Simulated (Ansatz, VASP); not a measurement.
Two plane-wave programs on Rh

```
Rh
1.0
     0.00000    1.89204    1.89204
     1.90155   -0.00951    1.90155
     1.90155    1.90155   -0.00951
Rh
1
Direct
  0.00000 0.00000 0.00000
```

Change from the starting cell: strain -0.0100 x Voigt [0, 0, 0, 1, 0, 0], atoms carried along.

Alike in both runs: task single point; functional PBE; k mesh 22 × 22 × 22; occupations gaussian, width 0.15 eV; no spin polarisation.

|  | VASP | Ansatz |
| --- | --- | --- |
| version | VASP 6.6.1 | Ansatz 0.2.0 |
| potentials or method | VASP PAW PBE potentials, release 64 (Rh_pv), cutoff 520 eV | scalar-relativistic, plane waves, PAW |
| valence electrons in the cell | 15 | 17 |

|  | VASP | Ansatz | Ansatz less VASP |
| --- | --- | --- | --- |
| gap on the k mesh at the Fermi level (eV) | none | none | - |
| pressure (GPa) | 5.9 | 5.9 | -0.05 |
| traceless stress, the component that is largest in VASP (GPa) | 2.04 | 2.04 | 0.000 |

A gap of «none» marks a metal or a gap that the smearing closes. VASP's potentials hold 15 valence electrons a cell and Ansatz's 17, so a difference there can come from the potentials and not from the codes.
